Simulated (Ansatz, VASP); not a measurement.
**TePb in VASP and in Ansatz**

```
CELL_PARAMETERS angstrom
3.95126 0.00000 0.00000
0.00000 3.95126 0.00000
0.00000 0.00000 3.95126
ATOMIC_POSITIONS crystal
Pb 0.00000 0.00000 0.00000
Te 0.50000 0.50000 0.50000
```

Alike in both runs: task single point; functional PBE; k mesh 8 × 8 × 8; occupations gaussian, width 0.05 eV; no spin polarisation.

|  | VASP | Ansatz |
| --- | --- | --- |
| version | VASP 6.6.1 | Ansatz 0.2.0 |
| potentials or method | VASP PAW PBE potentials, release 64 (Pb_d, Te), cutoff 520 eV | scalar-relativistic, plane waves, PAW |
| valence electrons in the cell | 20 | 30 |

Ansatz gave:

- gap on the k mesh at the Fermi level (eV): none
- pressure (GPa): 1.7

Question: Estimate VASP's values.

Answer: gap on the k mesh at the Fermi level (eV): none; pressure (GPa): 1.6.

A gap of «none» marks a metal or a gap that the smearing closes. VASP's potentials hold 20 valence electrons a cell and Ansatz's 30, so a difference there can come from the potentials and not from the codes.

Neither program's run includes spin-orbit coupling.
